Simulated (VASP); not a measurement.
## AlGaN2: single point with LDA

Crystal: AlGaN2.

```
CELL_PARAMETERS angstrom
2.97415 0.00000 0.00000
0.00000 2.97415 0.00000
0.00000 0.00000 4.16245
ATOMIC_POSITIONS crystal
Al 0.50000 0.50000 0.50000
Ga 0.00000 0.00000 0.00000
N 0.50000 0.00000 0.73924
N 0.00000 0.50000 0.26076
```

* Program: VASP 6.6.1
* Task: single point
* Functional: LDA
* Potentials or basis: VASP PAW LDA potentials, release 64 (Al, Ga_d, N)
* Cutoff: 520 eV
* k mesh: 8 × 8 × 6
* Occupations: gaussian, width 0.02 eV
* Spin: no spin polarisation
* Dipole correction: no
* Further INCAR settings: ALGO = Normal; EDIFF = 1e-06; NBANDS = 21

```
Pressure               : 41.7 GPa
Largest force          : 0.024 eV/Å
Band gap on the k mesh : 3.30 eV, indirect (least direct gap 3.63 eV)
```

Forces on the atoms (eV/Å):
```
Al   0.000  0.000  0.000
Ga   0.000  0.000  0.000
N    0.000  0.000 -0.024
N    0.000  0.000  0.024
```

Levels at points of the mesh, in eV from the valence-band top:
```
           k point  band 10  band 11  band 12  band 13  band 14  band 15  band 16  band 17
(0.00, 0.00, 0.00)    -2.82    -0.33     0.00     0.00     3.63     4.18     8.31    12.47
(0.50, 0.00, 0.00)    -3.46    -3.26    -1.17    -0.87     7.61     8.29     8.86     9.52
(0.50, 0.50, 0.00)    -2.73    -2.69    -2.69    -2.65     3.30     3.30     7.21     9.44
(0.00, 0.00, 0.50)    -1.95    -1.95    -1.14    -1.14     5.95     6.10     9.35    10.09
(0.50, 0.00, 0.50)    -1.15    -1.03    -0.68    -0.63     6.53     7.79    10.00    10.40
(0.50, 0.50, 0.50)    -4.81    -3.94    -3.94    -3.82     6.53     6.53    10.73    11.55
```

Wall time 16 s on 1 thread of Intel Xeon 6975P-C, with other jobs on the host, peak memory 0.17 GiB.

A k mesh can miss the band edges.
